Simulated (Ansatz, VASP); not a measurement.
**One calculation of BaTiO3, two programs**

POSCAR

```
BaTiO3
1.0
    2.8399983119      1.6396737899      2.3313532713
   -2.8399983119      1.6396737899      2.3313532713
    0.0000000000     -3.2793475798      2.3313532713
Ba Ti O
1 1 3
Direct
   -0.0032057836     -0.0032057836     -0.0032057836
    0.4833346622      0.4833346622      0.4833346622
    0.5098255459      0.5098255459      0.0194200296
    0.0194200296      0.5098255459      0.5098255459
    0.5098255459      0.0194200296      0.5098255459
```

File INCAR.step1:

```
SYSTEM = BaTiO3
  ALGO = Normal
  EDIFF = 1E-4
  ENCUT = 520
  GGA = PE
  ISMEAR = 0
  LASPH = .TRUE.
  LCHARG = .FALSE.
  LREAL = .FALSE.
  LWAVE = .TRUE.
  NBANDS = 28
  NELM = 100
  PREC = Accurate
  SIGMA = 0.01
```

The input INCAR.step2:

```
SYSTEM = BaTiO3
  ALGO = Normal
  EDIFF = 1E-7
  ENCUT = 520
  ISIF = 2
  ISMEAR = 0
  ISTART = 1
  LASPH = .TRUE.
  LCHARG = .FALSE.
  LMIXTAU = .TRUE.
  LREAL = .FALSE.
  LWAVE = .FALSE.
  METAGGA = R2SCAN
  NBANDS = 28
  NELM = 100
  PREC = Accurate
  SIGMA = 0.01
```

File KPOINTS:

```
k-points
0
G
  6 6 6
  0 0 0
```

Input for Ansatz:

```yaml
crystal:
  lattice:
    - [2.8399983119, 1.6396737899, 2.3313532713]
    - [-2.8399983119, 1.6396737899, 2.3313532713]
    - [0.0, -3.2793475798, 2.3313532713]
  atoms:
    - { symbol: Ba, position: [-0.0032057836, -0.0032057836, -0.0032057836] }
    - { symbol: Ti, position: [0.4833346622, 0.4833346622, 0.4833346622] }
    - { symbol: O, position: [0.5098255459, 0.5098255459, 0.0194200296] }
    - { symbol: O, position: [0.0194200296, 0.5098255459, 0.5098255459] }
    - { symbol: O, position: [0.5098255459, 0.0194200296, 0.5098255459] }
kpoints:
  mp_grid: { grid: [6, 6, 6] }
  band_path:
    path:
      - [0.0, 0.0, 0.0]
      - [0.5, 0.5, 0.5]
      - [0.5035661193, 0.4964338807, 0.5]
      - [0.5, -0.4964338807, 0.4964338807]
      - [0.5, 0.0, 0.0]
      - [0.4982169404, -0.4982169404, 0.0]
      - [0.5017830596, 0.0, 0.4982169404]
      - [0.049821694, -0.049821694, 0.0]
      - [-0.052083, 0.010417, 0.010417]
    npoints: 1
hamiltonian:
  xc: r2scan
scf:
  occupations: { method: fixed }
  n_extra_bands: 5
output:
  forces: true
  stress: true
  eigenvalues: true
```

Alike in both runs: task single point; functional r2SCAN; k mesh 6 × 6 × 6; no spin polarisation.

|  | VASP | Ansatz |
| --- | --- | --- |
| version | VASP 6.6.1 | Ansatz 0.2.0 |
| potentials or method | VASP PAW PBE potentials, release 64 (Ba_sv, Ti_sv, O) | plane waves, PAW |
| plane-wave cutoff (eV) | 520 | 500 |
| occupations | gaussian, width 0.01 eV | fixed |
| valence electrons in the cell | 40 | 40 |

Ansatz gave:

* gap on the k mesh at the Fermi level (eV): 2.87
* pressure (GPa): 0.0
* traceless stress, the component that is largest in VASP (GPa): 0.00
* rms of the force components (eV/Å): 0.000

Task: What did VASP give for the same quantities?

Result: gap on the k mesh at the Fermi level (eV): 2.85; pressure (GPa): 1.9; traceless stress, the component that is largest in VASP (GPa): -0.09; rms of the force components (eV/Å): 0.065.

VASP's potentials were made for PBE, not for r2SCAN. Atom by atom the forces differ by 0.065 eV/Å (rms over components).

Spin-orbit coupling is off throughout.
